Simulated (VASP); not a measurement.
The system is KCl.

```
K Cl
1.0
     5.34380    0.00000    0.00000
    -2.67190    4.62787    0.00000
     0.00000    0.00000    6.23917
K Cl
2 2
Direct
  0.33333 0.66667 0.93750
  0.66667 0.33333 0.43750
  0.33333 0.66667 0.43750
  0.66667 0.33333 0.93750
```

Base run:

| Quantity | Value |
| --- | --- |
| Program | VASP 6.6.1 |
| Functional | r2SCAN |
| Potentials or basis | VASP PAW PBE potentials, release 64 (K_sv, Cl) |
| Cutoff | 520 eV |
| k mesh | 6 × 6 × 4 |
| Occupations | gaussian, width 0.01 eV |
| Spin | no spin polarisation |

Its results: band gap on the k mesh 5.36 eV; pressure 0.0 GPa.

Question: The run is repeated on the same cell with these changes: functional from r2SCAN to PBE. What comes out?

Answer: Band gap on the k mesh 4.77 eV; pressure 0.5 GPa.

Caveats: the PAW data sets were made with another functional, which shifts forces and pressure a little (at least some runs).

A k mesh can miss the band edges.
